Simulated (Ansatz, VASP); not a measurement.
## In: VASP beside Ansatz

Contents of POSCAR:

```
In
1.0
    3.3630522419      0.0000000000      0.0000000000
   -1.6815256168      2.9124889339      0.0000000000
    0.0000000000      0.0000000000      5.5546751723
In
2
Direct
    0.3333333333      0.6666666667      0.2500000000
    0.6666666667      0.3333333333      0.7500000000
```

INCAR.step1

```
SYSTEM = In
PREC = Accurate
ENCUT = 520
ISMEAR = -1
SIGMA = 0.1
LREAL = .FALSE.
LASPH = .TRUE.
NELM = 80
NBANDS = 20
GGA = PE
ALGO = Normal
EDIFF = 1E-4
LWAVE = .TRUE.
LCHARG = .FALSE.
```

Contents of INCAR.step2:

```
SYSTEM = In
PREC = Accurate
ENCUT = 520
EDIFF = 1E-6
ISMEAR = -1
SIGMA = 0.1
LREAL = .FALSE.
LASPH = .TRUE.
NELM = 80
ALGO = Normal
ISIF = 2
LWAVE = .FALSE.
LCHARG = .FALSE.
METAGGA = R2SCAN
LMIXTAU = .TRUE.
NBANDS = 20
ISTART = 1
```

File KPOINTS:

```
Automatic mesh
0
G
  8 8 4
  0 0 0
```

Input for Ansatz:

```yaml
crystal:
  lattice:
    - [3.3630522418724293, 0.0, 0.0]
    - [-1.681525616803796, 2.9124889338900726, 0.0]
    - [0.0, 0.0, 5.554675172260047]
  atoms:
    - { symbol: In, position: [0.3333333333333333, 0.6666666666666666, 0.25] }
    - { symbol: In, position: [0.6666666666666666, 0.3333333333333333, 0.75] }
basis:
  ecutwfc: 625.861883657724
kpoints:
  mp_grid:
    grid: [8, 8, 4]
hamiltonian:
  xc: r2scan
scf:
  occupations:
    method: fermi_dirac
    width: 0.1
output:
  stress: true
```

Alike in both runs: task single point; functional r2SCAN; k mesh 8 × 8 × 4; occupations fermi-dirac, width 0.1 eV; no spin polarisation.

|  | VASP | Ansatz |
| --- | --- | --- |
| version | VASP 6.6.1 | Ansatz 0.2.0 |
| potentials or method | VASP PAW PBE potentials, release 64 (In_d), cutoff 520 eV | plane waves, PAW |
| valence electrons in the cell | 26 | 26 |

VASP gave:

```
pressure (GPa)                                                : -1.1
traceless stress, the component that is largest in VASP (GPa) : 1.09
```

Q: Which values does Ansatz return?

A: Pressure (GPa): -1.0; traceless stress, the component that is largest in VASP (GPa): 1.09.

VASP's potentials were made for PBE, not for r2SCAN. With one functional, cell and mesh, what is left measures potentials, basis and numerics.
